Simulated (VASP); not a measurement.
Set up this calculation in VASP 6.6.1, as the native input.

- Task: single point
- Functional: PBEsol
- Potentials or basis: VASP PAW PBE potentials, release 64 (Sb, Pd, N)
- Cutoff: 520 eV
- k mesh: 6 × 6 × 6
- Occupations: fermi-dirac, width 0.05 eV
- Spin: no spin polarisation
- Dipole correction: no
- Further INCAR settings: ALGO = Normal; EDIFF = 1e-06; NBANDS = 29

The structure of Sb2PdN4 lies in POSCAR:

```
Sb2PdN4
1.0
   -2.0660742493      2.0646488886      5.9809202331
    1.7945964034     -1.7399076016      5.7755048874
    2.1915533552      1.8638682299     -5.8683788494
Sb Pd N
2 1 4
Direct
    0.7356545159      0.6648761488      0.0518258500
    0.4125560254      0.4132232847      0.1175928435
   -0.0185897155      0.0189907534      0.0145957324
   -0.1678571392      0.5508961430      0.3619480464
    0.4271587652     -0.0044427889      0.5566566943
    0.8828286879      0.5771803078     -0.2086441146
    0.2528503379      0.3695762144      0.2835375031
```

These files were run (other wordings do the same):

INCAR

```
SYSTEM = Sb2PdN4
  PREC = Accurate
  ENCUT = 520
  EDIFF = 1E-6
  ISMEAR = -1
  SIGMA = 0.05
  LREAL = .FALSE.
  LASPH = .TRUE.
  NELM = 80
  ALGO = Normal
  ISIF = 2
  LWAVE = .FALSE.
  LCHARG = .FALSE.
  GGA = PS
  NBANDS = 29
```

KPOINTS

```
Automatic mesh
0
G
  6 6 6
  0 0 0
```

Potentials or basis: VASP PAW PBE potentials, release 64 (Sb, Pd, N).

Command:

```sh
$ cat potpaw_PBE.64/Sb/POTCAR potpaw_PBE.64/Pd/POTCAR potpaw_PBE.64/N/POTCAR > POTCAR
$ mpirun -np 1 vasp_std > vasp.out
```

Results of the run:

```yaml
Pressure: -0.1 GPa
Largest_force: 0.037 eV/Å
Band_gap_on_the_k_mesh: zero (bands 20 and 21 overlap by 0.21 eV)
```

Caveat: the PAW data sets were made with another functional, which shifts forces and pressure a little; spin-orbit coupling is left out, which moves the levels of the heavy elements.

Wall time 18 min on 1 thread of Oxide Virtual Turin-like Processor, on a shared host, peak memory 0.5 GiB.
